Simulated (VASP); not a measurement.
Here is a VASP 6.6.1 calculation.

INCAR

```
PREC = Accurate ; ENCUT = 600
EDIFF = 1E-6 ; ISMEAR = 0
SIGMA = 0.01 ; LREAL = F
LASPH = T ; NELM = 120
ALGO = Normal ; ISIF = 2
LWAVE = F ; LCHARG = F
GGA = PE ; NBANDS = 31
GGA_COMPAT = F
```

KPOINTS

```
Automatic mesh
0
Gamma
  8 8 6
```

The input POSCAR:

```
HfO2
1.0
    3.5580193300      0.0000000000      0.0000000000
    0.0000000000      3.5580193300      0.0000000000
    0.0000000000      0.0000000000      5.1718612100
Hf O
2 4
Direct
    0.5000000000      0.5000000000      0.5000000000
    1.0000000000      0.0000000000      1.0000000000
    1.0000000000      0.5000000000      0.6972078800
    0.5000000000      0.0000000000      0.3027921200
    0.5000000000      0.0000000000      0.8027921200
    1.0000000000      0.5000000000      1.1972078800
```

Potentials or basis: VASP PAW PBE potentials, release 64 (Hf_pv, O).

Launch:

```sh
$ cat potpaw_PBE.64/Hf_pv/POTCAR potpaw_PBE.64/O/POTCAR > POTCAR
$ mpirun -np 1 vasp_std > vasp.out
```

Task: Estimate the largest force.

Result: 0.098 eV/Å.

Task: Predict the pressure.

Result: 6.3 GPa.

Task: What does it give for the band gap on the k mesh?

Result: 4.76 eV (least direct gap 4.84 eV).

Forces in eV/Å, atoms in the order of the input:
```
Hf   0.000  0.000  0.000
Hf   0.000  0.000  0.000
O    0.000  0.000  0.098
O    0.000  0.000 -0.098
O    0.000  0.000 -0.098
O    0.000  0.000  0.098
```

Caveat: the cell stands under pressure; spin-orbit coupling is left out, which moves the levels of the heavy elements. A k mesh can miss the band edges.
